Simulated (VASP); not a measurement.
# Ni (Im-3m) in VASP: a series of runs, part 2 of 2

VASP 6.6.1. Earlier steps stand in the parts before.

## Step 4: Relaxation of cell and atoms, r2SCAN+D3(BJ), collinear spin, ferromagnetic start

This run uses another cell than the first one, of 10.60 Å³/atom.

POSCAR reads:

```
Ni
1.0
    2.3966650188     -0.0000000133     -0.0000000230
   -0.7988883271      2.2595974538     -0.0000000230
   -0.7988883271     -1.1297986937      1.9568688164
Ni
1
Direct
    0.0000000000      0.0000000000      0.0000000000
```

INCAR.step1 reads:

```
SYSTEM = Ni
ALGO = Normal
EDIFF = 1E-4
ENCUT = 600
GGA = PE
ISMEAR = -1
ISPIN = 2
LASPH = .TRUE.
LCHARG = .FALSE.
LMAXMIX = 4
LREAL = .FALSE.
LWAVE = .TRUE.
MAGMOM = 1
NELM = 150
PREC = Accurate
SIGMA = 0.1
```

INCAR.step2 reads:

```
SYSTEM = Ni
ALGO = Normal
EDIFF = 1E-7
EDIFFG = -0.02
ENCUT = 600
IBRION = 2
ISIF = 3
ISMEAR = -1
ISPIN = 2
ISTART = 1
IVDW = 12
LASPH = .TRUE.
LCHARG = .FALSE.
LMAXMIX = 4
LMIXTAU = .TRUE.
LORBIT = 11
LREAL = .FALSE.
LWAVE = .FALSE.
MAGMOM = 1
METAGGA = R2SCAN
NELM = 150
NSW = 80
PREC = Accurate
SIGMA = 0.1
VDW_A1 = 0.49484001
VDW_A2 = 5.73083694
VDW_S6 = 1.0
VDW_S8 = 0.78981345
```

KPOINTS reads:

```
k-points
0
G
  17 17 17
  0 0 0
```

Potentials or basis: VASP PAW PBE potentials, release 64 (Ni).

The run is started by

```bash
$ cat potpaw_PBE.64/Ni/POTCAR > POTCAR
$ cp INCAR.step1 INCAR
$ mpirun -np 1 vasp_std > vasp.out
$ cp INCAR.step2 INCAR
$ mpirun -np 1 vasp_std > vasp.out
```

OUTCAR:

```text
SYSTEM = Ni
   EDIFF = 1E-7
   EDIFFG = -0.02
   ENCUT = 600
   IBRION = 2
   ISIF = 3
   ISMEAR = -1
   ISPIN = 2
   ISTART = 1
   IVDW = 12
   LASPH = .TRUE.
   LORBIT = 11
   LREAL = .FALSE.
   METAGGA = R2SCAN
   NELM = 150
   NSW = 80
   PREC = Accurate
 IVDW          = 12

 ion  position               nearest neighbor table
   1  0.000  0.000  0.000-

  LATTYP: Found a body centered cubic cell.
 ALAT       =     2.7674303875

  Lattice vectors:

 A1 = (   2.3966650188,  -0.0000000133,  -0.0000000230)
 A2 = (  -0.7988883271,   2.2595974538,  -0.0000000230)
 A3 = (  -0.7988883271,  -1.1297986937,   1.9568688164)

Analysis of symmetry for initial positions (statically):
=====================================================================
 Subroutine PRICEL returns:
 Original cell was already a primitive cell.

 Routine SETGRP: Setting up the symmetry group for a
 body centered cubic supercell.

 Subroutine GETGRP returns: Found 48 space group operations
 (whereof 48 operations were pure point group operations)
 out of a pool of 48 trial point group operations.

The static configuration has the point symmetry O_h .

Analysis of symmetry for dynamics (positions and initial velocities):
=====================================================================
 Subroutine PRICEL returns:
 Original cell was already a primitive cell.

 Routine SETGRP: Setting up the symmetry group for a
 body centered cubic supercell.

 Subroutine GETGRP returns: Found 48 space group operations
 (whereof 48 operations were pure point group operations)
 out of a pool of 48 trial point group operations.

The dynamic configuration has the point symmetry O_h .

Analysis of structural, dynamic, and magnetic symmetry:
=====================================================================
 Subroutine PRICEL returns:
 Original cell was already a primitive cell.

 Routine SETGRP: Setting up the symmetry group for a
 body centered cubic supercell.

 Subroutine GETGRP returns: Found 48 space group operations
 (whereof 48 operations were pure point group operations)
 out of a pool of 48 trial point group operations.

The overall configuration has the point symmetry O_h .

 Subroutine INISYM returns: Found 48 space group operations
 (whereof 48 operations are pure point group operations),
 and found     1 'primitive' translations

----------------------------------------------------------------------------------------

                                     Primitive cell

  volume of cell :      10.5974

  direct lattice vectors                    reciprocal lattice vectors
     2.396665019 -0.000000013 -0.000000023     0.417246465  0.147518903  0.255510226
    -0.798888327  2.259597454 -0.000000023     0.000000005  0.442556708  0.255510226
    -0.798888327 -1.129798694  1.956868816     0.000000005  0.000000007  0.511020465

  length of vectors
     2.396665019  2.396665019  2.396665019     0.511020465  0.511020465  0.511020465

  position of ions in fractional coordinates (direct lattice)
     0.000000000  0.000000000  0.000000000

  ion indices of the primitive-cell ions
   primitive index   ion index
                 1           1

----------------------------------------------------------------------------------------

 KPOINTS: k-points

Automatic generation of k-mesh.
[... 27 lines left out ...]
  0.235294  0.000000  0.000000     12.000000
  0.294118  0.000000  0.000000     12.000000
[... 16 lines left out ...]
  0.411765  0.117647  0.000000     48.000000
  0.176471  0.176471  0.000000     24.000000
 [... further k-points ...]
   k-points           NKPTS =    165   k-points in BZ     NKDIM =    165   number of bands    NBANDS=     10
   number of dos      NEDOS =    301   number of ions     NIONS =      1
   total plane-waves  NPLWV =   8000
   dimension x,y,z NGX =    20 NGY =   20 NGZ =   20
   dimension x,y,z NGXF=    40 NGYF=   40 NGZF=   40
   ions per type =               1
   NGX,Y,Z   is equivalent  to a cutoff of  13.87, 13.87, 13.87 a.u.
   NGXF,Y,Z  is equivalent  to a cutoff of  27.75, 27.75, 27.75 a.u.
 SYSTEM =  Ni
   PREC   = accura    normal or accurate (medium, high low for compatibility)
   ISTART =      1    job   : 0-new  1-cont  2-samecut
   ICHARG =      0    charge: 1-file 2-atom 10-const
   ISPIN  =      2    spin polarized calculation?
   LNONCOLLINEAR =      F non collinear calculations
   LSORBIT =      F    spin-orbit coupling
   LASPH  =      T    aspherical Exc in radial PAW
   ENCUT  =  600.0 eV  44.10 Ry    6.64 a.u.   4.79  4.79  4.79*2*pi/ulx,y,z
   NELM   =    150;   NELMIN=  2; NELMDL=  0     # of ELM steps
   EDIFF  = 0.1E-06   stopping-criterion for ELM
   LREAL  =      F    real-space projection
   EDIFFG = -.2E-01   stopping-criterion for IOM
   NSW    =     80    number of steps for IOM
   IBRION =      2    ionic relax: 0-MD 1-quasi-New 2-CG
   NFREE  =      1    steps in history (QN), initial steepest desc. (CG)
   ISIF   =      3    stress and relaxation
   ISYM   =      2    0-nonsym 1-usesym 2-fastsym
   POTIM  = 0.5000    time-step for ionic-motion
   TEBEG  =    0.0;   TEEND  =   0.0 temperature during run
   PSTRESS=    0.0 pullay stress
   NELECT =      10.0000    total number of electrons
   NUPDOWN=      -1.0000    fix difference up-down
   EMIN   =  10.00;   EMAX   =-10.00  energy-range for DOS
   EFERMI =   0.00;   METHOD = LEGACY
   ISMEAR =    -1;   SIGMA  =   0.10  broadening in eV -4-tet -1-fermi 0-gaus
   EFERMI_NEDOS =   21; number of points for ismear=-14 and -15
   IALGO  =     38    algorithm
   IMIX   =      4    mixing-type and parameters
     AMIX     =   0.40;   BMIX     =  1.00
     AMIX_MAG =   1.60;   BMIX_MAG =  1.00
  volume/ion in A,a.u.               =      10.60        71.51
  Fermi-wavevector in a.u.,A,eV,Ry     =   1.605738  3.034406 35.081204  2.578396
  Thomas-Fermi vector in A             =   2.702037
   LORBIT       =     11    0 simple, 1 ext, 2 COOP (PROOUT), +10 PAW based schemes
   METAGGA = R2SCAN    functional components
   LHFCALC =     F    Hartree Fock is set to
   AEXX    =    0.0000 exact exchange contribution
   IVDW    =    12    specifies the selected vdW correction
   LEPSILON=     F    determine dielectric tensor
   LRPA    =     F    only Hartree local field effects (RPA)
 conjugate gradient relaxation of ions
 spin polarized calculation
  energy-cutoff  :      600.00
  volume of cell :       10.60
 maximum number of plane-waves:       370
   NGX =  9   NGY =  9   NGZ =  9

--------------------------------------- Ionic step        1  -------------------------------------------

 number of electron      10.0000001 magnetization       0.6422813

 Free energy of the ion-electron system (eV)
  ---------------------------------------------------
  ext. energy  EPLUGINS =         0.00000000
  ---------------------------------------------------
  free energy    TOTEN  =       -11.85160355 eV

  energy without entropy =      -11.80884055  energy(sigma->0) =      -11.83022205

------------------------ aborting loop because EDIFF is reached ----------------------------------------

 Edisp (eV)   -0.22310

 E8    (eV) :    -0.0753
[... 69 lines left out ...]
--------------------------------------- Ionic step        3  -------------------------------------------

 number of electron      10.0000006 magnetization       0.6363397

 Free energy of the ion-electron system (eV)
  ---------------------------------------------------
  ext. energy  EPLUGINS =         0.00000000
  ---------------------------------------------------
  free energy    TOTEN  =       -11.84989454 eV

  energy without entropy =      -11.80773574  energy(sigma->0) =      -11.82881514

 E-fermi :   9.7134     XC(G=0): -14.6450

 val. band max:        9.7128352814   @ k =  -0.2941   0.4706   0.0588
 cond. band min:       9.7137349800   @ k =  -0.2941   0.3529   0.2353
 fundamental gap:      0.0008996986
 Fermi energy:         9.7134484826

 spin component 1

 k-point     1 :       0.0000    0.0000    0.0000
  band No.  band energies     occupation
      1       0.1884      1.00000
      2       6.9516      1.00000
      3       6.9516      1.00000
      4       6.9516      1.00000
      5       8.5060      0.99999
      6       8.5060      0.99999
      7      37.6119      0.00000
      8      37.6119      0.00000
      9      37.6119      0.00000
     10      42.9184      0.00000
[... 287 lines left out ...]
 k-point    24 :       0.1765    0.1765    0.0000
  band No.  band energies     occupation
      1       3.7168      1.00000
      2       6.4376      1.00000
      3       6.4878      1.00000
      4       8.1616      1.00000
      5       8.5983      0.99999
      6       8.9365      0.99958
      7      25.8317      0.00000
      8      26.8359      0.00000
      9      32.9012      0.00000
     10      37.9321      0.00000

 [... further k-points ...]

 spin component 2

 k-point     1 :       0.0000    0.0000    0.0000
  band No.  band energies     occupation
      1       0.0077      1.00000
      2       8.0704      1.00000
      3       8.0704      1.00000
      4       8.0706      1.00000
      5       9.1903      0.99468
      6       9.1903      0.99468
      7      37.5851      0.00000
      8      37.5851      0.00000
      9      37.5851      0.00000
     10      42.9187      0.00000
[... 331 lines left out ...]
  FREE ENERGIE OF THE ION-ELECTRON SYSTEM (eV)
  ---------------------------------------------------
  free  energy   TOTEN  =       -12.0762039287 eV

  energy  without entropy=      -12.0340451271  energy(sigma->0) =      -12.05512453

 reached required accuracy - stopping structural energy minimisation

 total charge

# of ion       s       p       d       tot
------------------------------------------
    1        0.523   0.541   8.361   9.426

 magnetization (x)

# of ion       s       p       d       tot
------------------------------------------
    1       -0.007  -0.030   0.687   0.650
```

Run time: 4.5 min. Hardware: 1 thread of Intel Xeon Platinum 8488C (Sapphire Rapids), shared host; peak memory 0.18 GiB.

What came out:

```yaml
Free_energy: -12.0762 eV
Relaxed_volume: 10.45 Å³/atom
Relaxed_cell: a = 2.385 Å, b = 2.385 Å, c = 2.385 Å, α = 109.47°, β = 109.47°, γ = 109.47°
Space_group_after_relaxing_to_0.1_Å: Im-3m (No. 229)
Energy_gained_by_relaxing: 1.5 meV/atom
Ionic_steps: 3
Pressure_after_relaxing: -0.1 GPa
Net_moment: 0.64 μB per cell
Site_moments: Ni +0.65 μB
Valence_electrons_inside_the_program's_atomic_spheres: Ni 9.43
Dispersion_energy_per_atom: -0.226 eV
```

The path:
| step | energy change (eV) | largest force (eV/Å) | pressure (GPa) | volume (Å³) |
| --- | --- | --- | --- | --- |
| 1 | 0.0000 | 0.0000 | -3.12 | 10.60 |
| 2 | 0.0002 | 0.0000 | 3.49 | 10.28 |
| 3 | -0.0015 | 0.0000 | -0.12 | 10.45 |

Final structure:
```
Ni
1.0
     2.38513    0.00000    0.00000
    -0.79504    2.24872    0.00000
    -0.79504   -1.12436    1.94745
Ni
1
Direct
  0.00000 0.00000 0.00000
```

Caveat: the PAW data sets were made with another functional, which shifts forces and pressure a little.

## Step 5: Overview

```csv
task,cell,cutoff (eV),gap on the mesh (eV),pressure (GPa),moment (μB)
single point,"a = 2.377 Å, angles 109.5°, 1 atom",520,none,2.4,0.63
single point,"a = 2.384 Å, angles 109.5°, 1 atom",520,none,0.4,0.64
relaxation of cell and atoms,"relaxed from a = 2.397 Å, angles 109.5°, 1 atom",600,none,-0.1,0.64
```

Alike in all rows: level r2SCAN+D3(BJ); potentials or basis VASP PAW PBE potentials, release 64 (Ni); spin collinear, ferromagnetic start; k mesh 17 × 17 × 17; smearing fermi-dirac 0.1 eV.

Caveats: the PAW data sets were made with another functional, which shifts forces and pressure a little.

Total energies depend on the potentials used, so only differences within one code and one set of settings carry meaning.
